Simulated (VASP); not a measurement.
Set up this calculation in VASP 6.6.1, as the native input.

- Task: single point
- Functional: PBEsol
- Potentials or basis: VASP PAW PBE potentials, release 64 (Sr_sv, O)
- Cutoff: 520 eV
- k mesh: 4 × 4 × 3, shifted
- Occupations: gaussian, width 0.01 eV
- Spin: no spin polarisation
- Dipole correction: no
- Further INCAR settings: ALGO = Normal; EDIFF = 1e-06; NBANDS = 24; ISYM = 0

The structure of SrO lies in POSCAR:

```
SrO
1.0
    4.2374276845     -0.0001791798      0.0000000000
   -2.1188690116      3.6696304344      0.0000000000
    0.0000000000      0.0000000000      5.1045021153
Sr O
2 2
Direct
    0.3333611397      0.6666388603      0.9377128132
    0.6666388603      0.3333611397      0.4377128132
    0.3333413129      0.6666586871      0.4372871868
    0.6666586871      0.3333413129      0.9372871868
```

These files were run (other wordings do the same):

INCAR

```
SYSTEM = SrO
PREC     = Accurate       ! precision mode
ENCUT    = 520            ! plane-wave cutoff, eV
EDIFF    = 1E-6           ! SCF threshold, eV
ISMEAR   = 0              ! smearing method
SIGMA    = 0.01           ! smearing width, eV
LREAL    = .False.        ! projectors in reciprocal space
LASPH    = .True.         ! aspherical terms in the spheres
NELM     = 60             ! most SCF steps
ALGO     = Normal         ! electronic algorithm
ISIF     = 2              ! what is computed and relaxed
LWAVE    = .False.        ! write WAVECAR
LCHARG   = .False.        ! write CHGCAR
GGA      = PS             ! functional
NBANDS   = 24             ! bands
ISYM     = 0
```

KPOINTS

```
Automatic mesh
0
Gamma
  4 4 3
  0.5 0.5 0.5
```

Potentials or basis: VASP PAW PBE potentials, release 64 (Sr_sv, O).

The run is started by

```console
$ cat potpaw_PBE.64/Sr_sv/POTCAR potpaw_PBE.64/O/POTCAR > POTCAR
$ mpirun -np 1 vasp_std > vasp.out
```

It gave:

```
Pressure               : 0.5 GPa
Largest force          : 0.005 eV/Å
Band gap on the k mesh : 3.47 eV (least direct gap 3.72 eV)
```

Caveat: the PAW data sets were made with another functional, which shifts forces and pressure a little; a shifted mesh leaves out Γ, where band edges can lie.

Wall time 90 s on 1 thread of Intel Xeon 8259CL, on a shared host, peak memory 0.21 GiB.
